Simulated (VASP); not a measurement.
CsPbBr3:

```
Cs Pb Br
1.0
    -4.09907    4.09907    6.04291
     4.09907   -4.09907    6.04291
     4.09907    4.09907   -6.04291
Cs Pb Br
2 2 6
Direct
  0.75000 0.25000 0.50000
  0.25000 0.75000 0.50000
  0.00000 0.00000 0.00000
  0.50000 0.50000 0.00000
  0.25000 0.25000 0.00000
  0.75000 0.75000 0.00000
  0.68452 0.18452 0.86904
  0.31548 0.81548 0.13096
  0.18452 0.31548 0.50000
  0.81548 0.68452 0.50000
```

- Program: VASP 6.6.1
- Task: relaxation of cell and atoms
- Functional: PBEsol
- Potentials or basis: VASP PAW PBE potentials, release 64 (Cs_sv, Pb_d, Br)
- Cutoff: 500 eV
- k mesh: 6 × 6 × 6
- Occupations: gaussian, width 0.02 eV
- Spin: no spin polarisation

At the start: pressure -0.7 GPa; volume 40.61 Å³/atom.

Where does the relaxation end?

Over 3 steps the energy falls by 3.4 meV/atom and the volume is 39.21 Å³/atom (-3.4 %); space group I4/mcm (No. 140, to 0.05 Å).

The path:
| step | energy change (eV) | largest force (eV/Å) | pressure (GPa) | volume (Å³) |
| --- | --- | --- | --- | --- |
| 1 | 0.0000 | 0.0245 | -0.74 | 406.14 |
| 2 | -0.0325 | 0.0041 | -0.17 | 395.19 |
| 3 | -0.0343 | 0.0014 | 0.00 | 392.14 |

Final structure:
```yaml
crystal:
  lattice:
    - [-4.05615, 4.05615, 5.95869]
    - [4.05615, -4.05615, 5.95869]
    - [4.05615, 4.05615, -5.95869]
  atoms:
    - { symbol: Cs, position: [0.75000, 0.25000, 0.50000] }
    - { symbol: Cs, position: [0.25000, 0.75000, 0.50000] }
    - { symbol: Pb, position: [0.00000, 0.00000, 0.00000] }
    - { symbol: Pb, position: [0.50000, 0.50000, 0.00000] }
    - { symbol: Br, position: [0.25000, 0.25000, 0.00000] }
    - { symbol: Br, position: [0.75000, 0.75000, 0.00000] }
    - { symbol: Br, position: [0.68465, 0.18465, 0.86930] }
    - { symbol: Br, position: [0.31535, 0.81535, 0.13070] }
    - { symbol: Br, position: [0.18465, 0.31535, 0.50000] }
    - { symbol: Br, position: [0.81535, 0.68465, 0.50000] }
```

Caveat: the PAW data sets were made with another functional, which shifts forces and pressure a little.
